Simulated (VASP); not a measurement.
# CuO (Cccm) in VASP: electric field gradients with LDA

Aim: the electric field gradients of CuO with LDA.

All numbers are computed with VASP 6.6.1; they aren't measurements. Logs are shortened: lines on timing, memory, paths and dates and some standing lists are left out, and cuts for length are marked.

## Step 1: The cell of the first run

The typed cell holds 4 atoms: a = 2.851 Å, b = 2.851 Å, c = 5.050 Å, α = 90.00°, β = 90.00°, γ = 89.96°.

## Step 2: Electric field gradients, LDA

INCAR

```
  ALGO = Normal
  EDIFF = 1E-8
  ENCUT = 520
  ISIF = 2
  ISMEAR = -1
  LASPH = T
  LCHARG = F
  LEFG = T
  LREAL = F
  LWAVE = F
  NBANDS = 25
  NELM = 100
  PREC = Accurate
  SIGMA = 0.15
```

KPOINTS

```
k-points
0
Gamma
  14 14 8
```

POSCAR

```
CuO
1.0
    2.0103211437     -2.0154209936      0.1599984018
    2.0103211437      2.0154209936      0.1599984018
   -0.4007268583      0.0000000000      5.0344714502
Cu O
2 2
Direct
   -0.0057500000      0.4942500000      0.0018500000
    0.4942500000     -0.0057500000      0.5018500000
    0.4942525538      0.4942474462      0.2518500000
    0.4942474462      0.4942525538      0.7518500000
```

Potentials or basis: VASP PAW LDA potentials, release 64 (Cu, O).

The run is started by

```console
$ cat potpaw_LDA.64/Cu/POTCAR potpaw_LDA.64/O/POTCAR > POTCAR
$ mpirun -np 1 vasp_std > vasp.out
```

OUTCAR:

```text
EDIFF = 1E-8
   ENCUT = 520
   ISIF = 2
   ISMEAR = -1
   LASPH = T
   LREAL = F
   NELM = 100
   PREC = Accurate

 ion  position               nearest neighbor table
   1  0.994  0.494  0.002-   3 1.90   4 1.90   3 1.90   4 1.90
   2  0.494  0.994  0.502-   3 1.90   4 1.90   4 1.90   3 1.90
   3  0.494  0.494  0.252-   1 1.90   2 1.90   2 1.90   1 1.90
   4  0.494  0.494  0.752-   1 1.90   2 1.90   1 1.90   2 1.90

  LATTYP: Found a simple monoclinic cell.
 ALAT       =     2.8511247554
 B/A-ratio  =     1.7713691796
 C/A-ratio  =     1.4137725750
 COS(beta)  =    -0.7068862875

  Lattice vectors:

 A1 = (   2.0103211437,   2.0154209936,   0.1599984018)
 A2 = (  -0.4007268583,   0.0000000000,   5.0344714502)
 A3 = (   0.0000000000,  -4.0308419872,   0.0000000000)

Analysis of symmetry for initial positions (statically):
=====================================================================
 Subroutine PRICEL returns:
 Original cell was already a primitive cell.

 Routine SETGRP: Setting up the symmetry group for a
 simple monoclinic supercell.

 Subroutine GETGRP returns: Found  4 space group operations
 (whereof  1 operations were pure point group operations)
 out of a pool of  4 trial point group operations.

The static configuration has the point symmetry C_1 .
 The point group associated with its full space group is C_2h.

Analysis of symmetry for dynamics (positions and initial velocities):
=====================================================================
 Subroutine PRICEL returns:
 Original cell was already a primitive cell.

 Routine SETGRP: Setting up the symmetry group for a
 simple monoclinic supercell.

 Subroutine GETGRP returns: Found  4 space group operations
 (whereof  1 operations were pure point group operations)
 out of a pool of  4 trial point group operations.

The dynamic configuration has the point symmetry C_1 .
 The point group associated with its full space group is C_2h.

 Subroutine INISYM returns: Found  4 space group operations
 (whereof  1 operations are pure point group operations),
 and found     1 'primitive' translations

----------------------------------------------------------------------------------------

                                     Primitive cell

[... 141 lines left out ...]

 E-fermi :   5.5665     XC(G=0): -12.2744

 val. band max:        5.5659536590   @ k =  -0.0714   0.5000  -0.2500
 cond. band min:       5.5733720748   @ k =   0.3571   0.0000   0.1250
 fundamental gap:      0.0074184158
 Fermi energy:         5.5665001901

 k-point     1 :       0.0000    0.0000    0.0000
  band No.  band energies     occupation
      1     -14.6161      2.00000
      2     -13.0579      2.00000
      3      -3.3655      2.00000
      4      -0.4290      2.00000
      5      -0.4276      2.00000
      6       1.3477      2.00000
[... 661 lines left out ...]
     24      19.6663      0.00000
     25      20.2251      0.00000

 [... further k-points ...]

------------------------ aborting loop because EDIFF is reached ----------------------------------------

  FORCE on cell =-STRESS in cart. coord.  units (eV):
  Direction    XX          YY          ZZ          XY          YZ          ZX
  --------------------------------------------------------------------------------------
  -------------------------------------------------------------------------------------
  Total        0.2216966      0.2228694      0.3704046      0.0000673      0.0000053     -0.0119139
  in kB        8.6519102      8.6976802     14.4553717      0.0026274      0.0002085     -0.4649517
  external PRESSURE =      10.6016540 kB  Pullay stress =       0.0000000 kB

 VOLUME and BASIS-vectors are now :
 -----------------------------------------------------------------------------
  energy-cutoff  :      520.00
  volume of cell :       41.05
      direct lattice vectors                 reciprocal lattice vectors
     2.010321144 -2.015420994  0.159998402     0.247150787 -0.248087125  0.019672365
     2.010321144  2.015420994  0.159998402     0.247150787  0.248087125  0.019672365
    -0.400726858  0.000000000  5.034471450    -0.015709189  0.000000000  0.197380185

 POSITION                                       TOTAL-FORCE (eV/Angst)
 -----------------------------------------------------------------------------------
      2.99162     -1.00771      0.24747         0.000000      0.000000      0.000000
      2.79126      1.00771      2.76471        -0.000000      0.000000      0.000000
      1.88628     -0.00001      1.42609        -0.000000      0.000000      0.000002
      1.68592      0.00001      3.94333         0.000000      0.000000     -0.000002
 -----------------------------------------------------------------------------------
    total drift:                               -0.000265     -0.000000      0.000160

  FREE ENERGIE OF THE ION-ELECTRON SYSTEM (eV)
  ---------------------------------------------------
  free  energy   TOTEN  =       -23.4071824885 eV

  energy  without entropy=      -23.2443529866  energy(sigma->0) =      -23.32576774

 Electric field gradients (V/A^2)
---------------------------------------------------------------------
 ion       V_xx      V_yy      V_zz      V_xy      V_xz      V_yz
---------------------------------------------------------------------
   1       5.264     5.424   -10.688    27.787     1.302     2.212
   2       5.264     5.424   -10.688   -27.788     1.302    -2.212
   3      -5.068    -5.248    10.316    -0.000    -1.225    -0.000
   4      -5.068    -5.248    10.316    -0.000    -1.225     0.000
---------------------------------------------------------------------

 Electric field gradients after diagonalization (V/A^2)
 (convention: |V_zz| > |V_xx| > |V_yy|)
----------------------------------------------------------------------
 ion       V_xx      V_yy      V_zz     asymmetry (V_yy - V_xx)/ V_zz
----------------------------------------------------------------------
   1     -22.478   -10.793    33.272       0.351
   2     -22.479   -10.794    33.272       0.351
   3      -5.248    -5.165    10.413       0.008
   4      -5.248    -5.165    10.413       0.008
----------------------------------------------------------------------

           NMR quadrupolar parameters

 Cq : quadrupolar parameter    Cq=e*Q*V_zz/h
 eta: asymmetry parameters     (V_yy - V_xx)/ V_zz
 Q  : nuclear electric quadrupole moment in mb (millibarn)
----------------------------------------------------------------------
 ion       Cq(MHz)       eta       Q (mb)
----------------------------------------------------------------------
   1       0.080       0.351       1.000
   2       0.080       0.351       1.000
   3       0.025       0.008       1.000
   4       0.025       0.008       1.000
----------------------------------------------------------------------
```

Wall time 7.7 min (1 thread of AMD EPYC 7R13 (Zen 3), shared host); peak memory 0.46 GiB.

What came out:

```
Free energy                             : -23.4072 eV
Pressure                                : 1.1 GPa
Band gap on the k mesh                  : zero (bands 17 and 18 overlap by 1.23 eV)
Largest electric field gradient by atom : Cu +33.3; O +10.4 V/Å²
```

Stress tensor (GPa, compression positive):
```
 0.87  0.00 -0.05
 0.00  0.87  0.00
-0.05  0.00  1.45
```

Electric field gradients, principal values (V/Å²):
| atom | least | middle | greatest (by size) |
| --- | --- | --- | --- |
| 1 Cu | -10.793 | -22.478 | 33.272 |
| 2 Cu | -10.794 | -22.479 | 33.272 |
| 3 O | -5.165 | -5.248 | 10.413 |
| 4 O | -5.165 | -5.248 | 10.413 |

Caveat: without QUAD_EFG the Cq values of the log hold for a quadrupole moment of 1 mb, not for the nuclei; semilocal functionals often make such compounds metallic where correlation or magnetic order opens a gap, which also shifts bond lengths. With open d or f shells a metallic result of LDA can be an artefact of self-interaction; +U or a hybrid may open a gap.
